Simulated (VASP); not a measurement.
# CaMg (P4/mmm) in VASP: further runs, part 2 of 2

VASP 6.6.1.

## 4. Single point, LDA (volume 30.249 Å^3 an atom, c/a of the conventional cell 1.1492)

INCAR

```
PREC = Accurate ; ENCUT = 520
EDIFF = 1E-7 ; ISMEAR = 0
SIGMA = 0.15 ; LREAL = False
LASPH = True ; NELM = 100
ALGO = Fast ; ISIF = 2
LWAVE = False ; LCHARG = False
GGA = CA ; NBANDS = 13
```

KPOINTS

```
Automatic mesh
0
Gamma
  14 14 14
```

POSCAR

```
CaMg
1.0
    3.7478465418      0.0000000000      0.0000000000
    0.0000000000      3.7478465418      0.0000000000
    0.0000000000      0.0000000000      4.3070252458
Ca Mg
1 1
Direct
    0.0000000000      0.0000000000      0.0000000000
    0.5000000000      0.5000000000      0.5000000000
```

Command:

```
$ cat potpaw_LDA.64/Ca_sv/POTCAR potpaw_LDA.64/Mg/POTCAR > POTCAR
$ mpirun -np 1 vasp_std > vasp.out
```

Wall time 3.8 min (1 thread of Intel Xeon 6975P-C, shared host); peak memory 0.36 GiB.

The run converged. Its results:

| Quantity | Value |
| --- | --- |
| Free energy | -4.2558 eV |
| Pressure | -1.5 GPa |
| Band gap on the k mesh | zero (band 6 reaches 2.99 eV, above the bottom of band 7 at 1.79 eV) |

Stress tensor (GPa, compression positive):
```
-1.14  0.00  0.00
 0.00 -1.14  0.00
 0.00  0.00 -2.15
```

Levels at points of the mesh, in eV from the Fermi level:
```csv
k point,band 2,band 3,band 4,band 5,band 6,band 7,band 8,band 9,band 10,band 11
"(0.00, 0.00, 0.00)",-22.29,-22.25,-22.25,-5.21,0.69,1.08,2.57,3.67,3.67,4.12
"(0.50, 0.00, 0.00)",-22.38,-22.28,-22.24,-2.68,-2.30,1.43,1.72,2.67,3.92,4.93
"(0.50, 0.50, 0.00)",-22.36,-22.36,-22.26,-1.54,0.10,0.10,0.65,2.28,2.28,4.86
"(0.00, 0.00, 0.50)",-22.32,-22.25,-22.25,-3.41,-2.75,1.52,2.67,2.67,3.73,4.19
"(0.50, 0.00, 0.50)",-22.37,-22.31,-22.24,-2.07,-0.51,-0.28,0.14,2.95,3.24,3.96
"(0.50, 0.50, 0.50)",-22.36,-22.36,-22.29,-0.38,-0.27,-0.27,1.48,2.82,2.89,2.89
```

## 5. Single point, LDA (volume 30.249 Å^3 an atom, c/a of the conventional cell 0.9328)

INCAR

```
SYSTEM = CaMg
PREC = Accurate
ENCUT = 520
EDIFF = 1E-6
ISMEAR = 0
SIGMA = 0.15
LREAL = .FALSE.
LASPH = .TRUE.
NELM = 80
ALGO = Fast
ISIF = 2
LWAVE = .FALSE.
LCHARG = .FALSE.
NBANDS = 13
```

KPOINTS

```
Automatic mesh
0
G
  14 14 14
  0 0 0
```

POSCAR

```
CaMg
1.0
    4.0177615667      0.0000000000      0.0000000000
    0.0000000000      4.0177615667      0.0000000000
    0.0000000000      0.0000000000      3.7477679894
Ca Mg
1 1
Direct
    0.0000000000      0.0000000000      0.0000000000
    0.5000000000      0.5000000000      0.5000000000
```

Potentials or basis: VASP PAW LDA potentials, release 64 (Ca_sv, Mg).

Command:

```
$ cat potpaw_LDA.64/Ca_sv/POTCAR potpaw_LDA.64/Mg/POTCAR > POTCAR
$ mpirun -np 1 vasp_std > vasp.out
```

OUTCAR:

```text
SYSTEM = CaMg
   PREC = Accurate
   ENCUT = 520
   EDIFF = 1E-6
   ISMEAR = 0
   LREAL = .FALSE.
   LASPH = .TRUE.
   NELM = 80
   ISIF = 2

 ion  position               nearest neighbor table
   1  0.000  0.000  0.000-   2 3.40   2 3.40   2 3.40   2 3.40   2 3.40   2 3.40   2 3.40   2 3.40

   2  0.500  0.500  0.500-   1 3.40   1 3.40   1 3.40   1 3.40   1 3.40   1 3.40   1 3.40   1 3.40

  LATTYP: Found a simple tetragonal cell.
 ALAT       =     4.0177615667
 C/A-ratio  =     0.9328000000

  Lattice vectors:

 A1 = (   4.0177615667,   0.0000000000,   0.0000000000)
 A2 = (   0.0000000000,   4.0177615667,   0.0000000000)
 A3 = (   0.0000000000,   0.0000000000,   3.7477679894)

Analysis of symmetry for initial positions (statically):
=====================================================================
 Subroutine PRICEL returns:
 Original cell was already a primitive cell.

 Routine SETGRP: Setting up the symmetry group for a
 simple tetragonal supercell.

 Subroutine GETGRP returns: Found 16 space group operations
 (whereof 16 operations were pure point group operations)
 out of a pool of 16 trial point group operations.

The static configuration has the point symmetry D_4h.

Analysis of symmetry for dynamics (positions and initial velocities):
=====================================================================
 Subroutine PRICEL returns:
 Original cell was already a primitive cell.

 Routine SETGRP: Setting up the symmetry group for a
 simple tetragonal supercell.

 Subroutine GETGRP returns: Found 16 space group operations
 (whereof 16 operations were pure point group operations)
 out of a pool of 16 trial point group operations.

The dynamic configuration has the point symmetry D_4h.

 Subroutine INISYM returns: Found 16 space group operations
 (whereof 16 operations are pure point group operations),
 and found     1 'primitive' translations

----------------------------------------------------------------------------------------

                                     Primitive cell

  volume of cell :      60.4980

  direct lattice vectors                    reciprocal lattice vectors
     4.017761567  0.000000000  0.000000000     0.248894810  0.000000000  0.000000000
     0.000000000  4.017761567  0.000000000     0.000000000  0.248894810  0.000000000
     0.000000000  0.000000000  3.747767989     0.000000000  0.000000000  0.266825482

  length of vectors
     4.017761567  4.017761567  3.747767989     0.248894810  0.248894810  0.266825482

  position of ions in fractional coordinates (direct lattice)
     0.000000000  0.000000000  0.000000000
     0.500000000  0.500000000  0.500000000

  ion indices of the primitive-cell ions
   primitive index   ion index
                 1           1
                 2           2

----------------------------------------------------------------------------------------

 KPOINTS: Automatic mesh

Automatic generation of k-mesh.
 Grid dimensions read from file:
 generate k-points for:   14   14   14

 Generating k-lattice:

  Cartesian coordinates                     Fractional coordinates (reciprocal lattice)
     0.017778201  0.000000000  0.000000000     0.071428571  0.000000000  0.000000000
     0.000000000  0.017778201  0.000000000     0.000000000  0.071428571  0.000000000
     0.000000000  0.000000000  0.019058963     0.000000000  0.000000000  0.071428571

  Length of vectors
     0.017778201  0.017778201  0.019058963

  Shift w.r.t. Gamma in fractional coordinates (k-lattice)
     0.000000000  0.000000000  0.000000000

 Subroutine IBZKPT returns following result:
 ===========================================

 Found    288 irreducible k-points:

 Following reciprocal coordinates:
            Coordinates               Weight
  0.000000  0.000000  0.000000      1.000000
  0.071429  0.000000  0.000000      4.000000
  0.142857  0.000000  0.000000      4.000000
  0.214286  0.000000  0.000000      4.000000
  0.285714  0.000000  0.000000      4.000000
  0.357143  0.000000  0.000000      4.000000
[... 16 lines left out ...]
  0.285714  0.214286  0.000000      8.000000
  0.357143  0.214286  0.000000      8.000000
 [... further k-points ...]
   k-points           NKPTS =    288   k-points in BZ     NKDIM =    288   number of bands    NBANDS=     13
   number of dos      NEDOS =    301   number of ions     NIONS =      2
   total plane-waves  NPLWV =  25200
   dimension x,y,z NGX =    30 NGY =   30 NGZ =   28
   dimension x,y,z NGXF=    60 NGYF=   60 NGZF=   56
   ions per type =               1   1
   NGX,Y,Z   is equivalent  to a cutoff of  12.41, 12.41, 12.42 a.u.
   NGXF,Y,Z  is equivalent  to a cutoff of  24.83, 24.83, 24.84 a.u.
 SYSTEM =  CaMg
   PREC   = accura    normal or accurate (medium, high low for compatibility)
   ISTART =      0    job   : 0-new  1-cont  2-samecut
   ICHARG =      2    charge: 1-file 2-atom 10-const
   ISPIN  =      1    spin polarized calculation?
   LNONCOLLINEAR =      F non collinear calculations
   LSORBIT =      F    spin-orbit coupling
   LASPH  =      T    aspherical Exc in radial PAW
   ENCUT  =  520.0 eV  38.22 Ry    6.18 a.u.   7.47  7.47  6.97*2*pi/ulx,y,z
   NELM   =     80;   NELMIN=  2; NELMDL= -5     # of ELM steps
   EDIFF  = 0.1E-05   stopping-criterion for ELM
   LREAL  =      F    real-space projection
   EDIFFG = 0.1E-04   stopping-criterion for IOM
   NSW    =      0    number of steps for IOM
   IBRION =     -1    ionic relax: 0-MD 1-quasi-New 2-CG
   NFREE  =      0    steps in history (QN), initial steepest desc. (CG)
   ISIF   =      2    stress and relaxation
   ISYM   =      2    0-nonsym 1-usesym 2-fastsym
   POTIM  = 0.5000    time-step for ionic-motion
   TEBEG  =    0.0;   TEEND  =   0.0 temperature during run
   PSTRESS=    0.0 pullay stress
   NELECT =      12.0000    total number of electrons
   NUPDOWN=      -1.0000    fix difference up-down
   EMIN   =  10.00;   EMAX   =-10.00  energy-range for DOS
   EFERMI =   0.00;   METHOD = LEGACY
   ISMEAR =     0;   SIGMA  =   0.15  broadening in eV -4-tet -1-fermi 0-gaus
   EFERMI_NEDOS =   21; number of points for ismear=-14 and -15
   IALGO  =     68    algorithm
   IMIX   =      4    mixing-type and parameters
     AMIX     =   0.40;   BMIX     =  1.00
     AMIX_MAG =   1.60;   BMIX_MAG =  1.00
  volume/ion in A,a.u.               =      30.25       204.13
  Fermi-wavevector in a.u.,A,eV,Ry     =   0.954747  1.804210 12.402276  0.911542
  Thomas-Fermi vector in A             =   2.083522
   LORBIT       =      0    0 simple, 1 ext, 2 COOP (PROOUT), +10 PAW based schemes
   GGA     = CA    functional components
   LHFCALC =     F    Hartree Fock is set to
   AEXX    =    0.0000 exact exchange contribution
   IVDW    =     0    specifies the selected vdW correction
   LEPSILON=     F    determine dielectric tensor
   LRPA    =     F    only Hartree local field effects (RPA)
 non-spin polarized calculation
 RMM-DIIS sequential band-by-band and
 Gauss-broadening in eV      SIGMA  =   0.15
  energy-cutoff  :      520.00
  volume of cell :       60.50
 maximum number of plane-waves:      1654
 NGX is ok and might be reduce to    30
   NGX = 15   NGY = 15   NGZ = 13

 number of electron      11.9999996 magnetization

 Free energy of the ion-electron system (eV)
  ---------------------------------------------------
  ext. energy  EPLUGINS =         0.00000000
  ---------------------------------------------------
  free energy    TOTEN  =        -4.26769390 eV

  energy without entropy =       -4.24742591  energy(sigma->0) =       -4.25755990

 E-fermi :   2.1333     XC(G=0):  -8.4862

 val. band max:        2.1316603150   @ k =   0.4286   0.3571   0.3571
 cond. band min:       2.1350537901   @ k =   0.3571   0.3571   0.2857
 fundamental gap:      0.0033934752
 Fermi energy:         2.1332881259

 k-point     1 :       0.0000    0.0000    0.0000
  band No.  band energies     occupation
      1     -38.8542      2.00000
      2     -20.1340      2.00000
      3     -20.1340      2.00000
      4     -20.1171      2.00000
      5      -3.0699      2.00000
      6       3.0156      0.00000
      7       3.1231      0.00000
      8       5.7343      0.00000
      9       5.8355      0.00000
     10       5.8355      0.00000
     11       6.0135      0.00000
     12       6.0135      0.00000
     13       7.1584      0.00000
[... 353 lines left out ...]
 k-point    24 :       0.3571    0.2143    0.0000
  band No.  band energies     occupation
      1     -38.8499      2.00000
      2     -20.1841      2.00000
      3     -20.1540      2.00000
      4     -20.1109      2.00000
      5      -1.4272      2.00000
      6       1.0712      2.00000
      7       2.8139      0.00000
      8       3.9342      0.00000
      9       5.0879      0.00000
     10       5.6888      0.00000
     11       6.3484      0.00000
     12       7.0224      0.00000
     13       8.6105      0.00000

 [... further k-points ...]
[... 5 lines left out ...]
  --------------------------------------------------------------------------------------
  -------------------------------------------------------------------------------------
  Total       -0.6887293     -0.6887293     -0.2969622      0.0000000      0.0000000     -0.0000000
  in kB      -18.2397174    -18.2397174     -7.8644942      0.0000000      0.0000000     -0.0000000
  external PRESSURE =     -14.7813097 kB  Pullay stress =       0.0000000 kB

 VOLUME and BASIS-vectors are now :
 -----------------------------------------------------------------------------
  energy-cutoff  :      520.00
  volume of cell :       60.50
      direct lattice vectors                 reciprocal lattice vectors
     4.017761567  0.000000000  0.000000000     0.248894810  0.000000000  0.000000000
     0.000000000  4.017761567  0.000000000     0.000000000  0.248894810  0.000000000
     0.000000000  0.000000000  3.747767989     0.000000000  0.000000000  0.266825482

 POSITION                                       TOTAL-FORCE (eV/Angst)
 -----------------------------------------------------------------------------------
      0.00000      0.00000      0.00000         0.000000      0.000000      0.000000
      2.00888      2.00888      1.87388         0.000000      0.000000      0.000000
 -----------------------------------------------------------------------------------
    total drift:                                0.000000     -0.000000     -0.000000

  FREE ENERGIE OF THE ION-ELECTRON SYSTEM (eV)
  ---------------------------------------------------
  free  energy   TOTEN  =        -4.2676938964 eV

  energy  without entropy=       -4.2474259063  energy(sigma->0) =       -4.25755990
```

OSZICAR:

```text
N       E                     dE             d eps       ncg     rms          rms(c)
DAV:   1     0.685318437489E+02    0.68532E+02   -0.54256E+03  7488   0.801E+02
DAV:   2    -0.235739321632E+01   -0.70889E+02   -0.69610E+02  8643   0.199E+02
DAV:   3    -0.424880447669E+01   -0.18914E+01   -0.18649E+01 11774   0.298E+01
DAV:   4    -0.432809758096E+01   -0.79293E-01   -0.79076E-01  9186   0.514E+00
DAV:   5    -0.432988004595E+01   -0.17825E-02   -0.17822E-02 11108   0.674E-01    0.265E+00
RMM:   6    -0.427924367181E+01    0.50636E-01   -0.49615E-02  8269   0.158E+00    0.170E+00
RMM:   7    -0.426911880891E+01    0.10125E-01   -0.64932E-02  9570   0.198E+00    0.304E-01
RMM:   8    -0.426752442888E+01    0.15944E-02   -0.13261E-02  8404   0.127E+00    0.412E-02
RMM:   9    -0.426765055448E+01   -0.12613E-03   -0.22599E-03 10677   0.550E-01    0.219E-02
RMM:  10    -0.426768303860E+01   -0.32484E-04   -0.46327E-04 11264   0.202E-01    0.130E-02
RMM:  11    -0.426769087926E+01   -0.78407E-05   -0.11870E-04 10921   0.100E-01    0.125E-02
RMM:  12    -0.426769239248E+01   -0.15132E-05   -0.44000E-05 11377   0.609E-02    0.586E-03
RMM:  13    -0.426769338726E+01   -0.99479E-06   -0.12516E-05 10858   0.278E-02    0.634E-04
RMM:  14    -0.426769389642E+01   -0.50916E-06   -0.45764E-06  8943   0.127E-02
   1 F= -.42676939E+01 E0= -.42575599E+01  d E =-.202680E-01
```

It took 3.1 min on 1 thread of Intel Xeon 6975P-C, shared host; peak memory 0.36 GiB.

Results:

```
Free energy            : -4.2677 eV
Pressure               : -1.5 GPa
Band gap on the k mesh : zero (band 6 reaches 3.05 eV, above the bottom of band 7 at 1.71 eV)
```

## 6. Summary

```csv
cell,further INCAR settings,gap on the mesh (eV),pressure (GPa)
"a = 4.112, b = 4.112, c = 3.578 Å, 2 atoms",ALGO = Fast; EDIFF = 1e-06; NBANDS = 13,none,-1.5
"a = 3.578, b = 3.578, c = 4.726 Å, 2 atoms",ALGO = Fast; EDIFF = 1e-07; NBANDS = 13,none,-1.4
"a = 3.748, b = 3.748, c = 4.307 Å, 2 atoms",ALGO = Fast; EDIFF = 1e-07; NBANDS = 13,none,-1.5
"a = 4.018, b = 4.018, c = 3.748 Å, 2 atoms",ALGO = Fast; EDIFF = 1e-06; NBANDS = 13,none,-1.5
```

Alike in all rows: task single point; level LDA; potentials or basis VASP PAW LDA potentials, release 64 (Ca_sv, Mg); no spin polarisation; k mesh 14 × 14 × 14; cutoff (eV) 520; smearing gaussian 0.15 eV.

Total energies depend on the potentials used, so only differences within one code and one set of settings carry meaning.
